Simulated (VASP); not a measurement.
Input of a VASP 6.6.1 run:

The input INCAR:

```
  PREC = Accurate
  ENCUT = 520
  EDIFF = 1E-7
  ISMEAR = -1
  SIGMA = 0.15
  LREAL = False
  LASPH = True
  NELM = 80
  ALGO = Normal
  ISIF = 2
  LWAVE = False
  LCHARG = False
  GGA = PS
  NBANDS = 16
```

KPOINTS

```
Automatic mesh
0
Gamma
  12 12 12
```

POSCAR

```
InSb
1.0
    0.0000000000      3.2599290600      3.2599290600
    3.2599290600      0.0000000000      3.2599290600
    3.2599290600      3.2599290600      0.0000000000
In Sb
1 1
Direct
    0.0000000000      0.0000000000      0.0000000000
    0.7500000000      0.7500000000      0.7500000000
```

Potentials or basis: VASP PAW PBE potentials, release 64 (In_d, Sb).

Command:

```console
$ cat potpaw_PBE.64/In_d/POTCAR potpaw_PBE.64/Sb/POTCAR > POTCAR
$ mpirun -np 1 vasp_std > vasp.out
```

Q: Predict the pressure.

A: 0.0 GPa.

Q: Predict the band gap on the k mesh.

A: Zero (filled and empty bands touch).

Caveat: the PAW data sets were made with another functional, which shifts forces and pressure a little; spin-orbit coupling is left out, which moves the levels of the heavy elements.
